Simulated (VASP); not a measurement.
Here is a VASP 6.6.1 calculation.

File INCAR:

```
SYSTEM = Zn8O7
ALGO     = Normal         ! electronic algorithm
EDIFF    = 1E-6           ! SCF threshold, eV
ENCUT    = 520            ! plane-wave cutoff, eV
GGA      = PE             ! functional
ISIF     = 2              ! what is computed and relaxed
ISMEAR   = 0              ! smearing method
LASPH    = .TRUE.         ! aspherical terms in the spheres
LCHARG   = .FALSE.        ! write CHGCAR
LREAL    = Auto         
LWAVE    = .FALSE.        ! write WAVECAR
NBANDS   = 82             ! bands
NELECT   = 136.0        
NELM     = 100            ! most SCF steps
PREC     = Accurate       ! precision mode
SIGMA    = 0.05           ! smearing width, eV
```

The input KPOINTS:

```
k-points
0
G
  4 4 4
  0 0 0
```

Contents of POSCAR:

```
Zn8O7
1.0
   -3.2794753222      0.0000000000     -5.2931304608
   -3.2794753222      0.0000000000      5.2931304608
    3.2794753222      5.6802178802      0.0000000000
Zn O
8 7
Direct
    0.7480681742      0.6691621274      0.3705775103
    0.1737917536      0.1524355825      0.3435868203
    0.6314491323      0.6515140071      0.8262431299
    0.1031017254      0.1377789360      0.7980450919
    0.0996039528      0.6149436029      0.1572504821
    0.6358658239      0.0846260572      0.1513380328
    0.1055577114      0.5796916892      0.6672825022
    0.5743143614      0.1085710705      0.6575819940
    1.0187085884      0.3751026872      0.3242935463
    0.4833446366      0.8738443636      0.8159063785
    0.9716675022      0.3637474776      0.8323997600
    0.8497045779      0.7622310113      0.1582756188
    0.4070159439     -0.0003418599      0.3049633019
    0.8836109350      0.7488774336      0.6824562159
    0.3649828120      0.2714727420      0.6875771462
```

Potentials or basis: VASP PAW PBE potentials, release 64 (Zn, O).

Launch:

```sh
$ cat potpaw_PBE.64/Zn/POTCAR potpaw_PBE.64/O/POTCAR > POTCAR
$ mpirun -np 1 vasp_std > vasp.out
```

**Question.** Estimate the largest force.

**Answer.** 0.155 eV/Å.

Forces on the atoms (eV/Å):
```
Zn   0.030 -0.039  0.095
Zn  -0.036 -0.057 -0.042
Zn  -0.018 -0.036  0.019
Zn   0.032  0.043 -0.004
Zn  -0.020  0.023 -0.022
Zn   0.010  0.060 -0.020
Zn   0.009 -0.022  0.015
Zn   0.013  0.013 -0.031
O   -0.037  0.000  0.000
O   -0.004 -0.004  0.015
O    0.026  0.001  0.027
O   -0.122 -0.095  0.018
O    0.107  0.004 -0.038
O    0.032  0.106 -0.024
O   -0.022  0.003 -0.008
```

Caveat: the cell carries a net charge on a neutralising background, which shifts energy and pressure.
